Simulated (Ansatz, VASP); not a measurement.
**One calculation of W, two programs**

The input INCAR:

```
ALGO     = Normal         # electronic algorithm
EDIFF    = 1E-6           # SCF threshold, eV
ENCUT    = 520            # plane-wave cutoff, eV
GGA      = PS             # functional
ISIF     = 2              # what is computed and relaxed
ISMEAR   = -1             # smearing method
LASPH    = True           # aspherical terms in the spheres
LCHARG   = False          # write CHGCAR
LREAL    = False          # projectors in reciprocal space
LWAVE    = False          # write WAVECAR
NBANDS   = 21             # bands
NELM     = 80             # most SCF steps
PREC     = Accurate       # precision mode
SIGMA    = 0.1            # smearing width, eV
```

KPOINTS

```
k-points
0
Gamma
  11 11 11
```

File POSCAR:

```
W
1.0
    0.0000000000      2.9540676166      2.9540676166
    2.9540676166      0.0000000000      2.9540676166
    2.9540676166      2.9540676166      0.0000000000
W
2
Direct
    0.1250000000      0.1250000000      0.1250000000
    0.8750000000      0.8750000000      0.8750000000
```

Input for Ansatz:

```yaml
crystal:
  lattice:
    - [0.0, 2.9540676166, 2.9540676166]
    - [2.9540676166, 0.0, 2.9540676166]
    - [2.9540676166, 2.9540676166, 0.0]
  atoms:
    - { symbol: W, position: [0.125, 0.125, 0.125] }
    - { symbol: W, position: [0.875, 0.875, 0.875] }
hamiltonian:
  xc: pbesol
  pseudopotentials:
    kind: paw
    azcp:
      W: "pseudopotentials/W.paw.azcp"
basis:
  ecutwfc: 420
  fft_grid_basis: typed
kpoints:
  mp_grid: { grid: [11, 11, 11], shift: [0, 0, 0] }
magnetization:
  spin_polarized: false
scf:
  occupations: { method: fermi_dirac, width: 0.1 }
  lower_state_search: "off"
output:
  stress: true
```

Alike in both runs: task single point; functional PBEsol; k mesh 11 × 11 × 11; occupations fermi-dirac, width 0.1 eV; no spin polarisation.

```csv
,VASP,Ansatz
version,VASP 6.6.1,Ansatz 0.2.0
potentials or method,"VASP PAW PBE potentials, release 64 (W_sv), cutoff 520 eV","plane waves (420 eV) with PAW, scalar-relativistic"
valence electrons in the cell,28,28
```

|  | VASP | Ansatz | Ansatz less VASP |
| --- | --- | --- | --- |
| pressure (GPa) | -8.3 | -8.6 | -0.37 |

VASP's potentials were made for PBE, not for PBEsol, and Ansatz warns of the same on its side.

Neither program's run includes spin-orbit coupling.
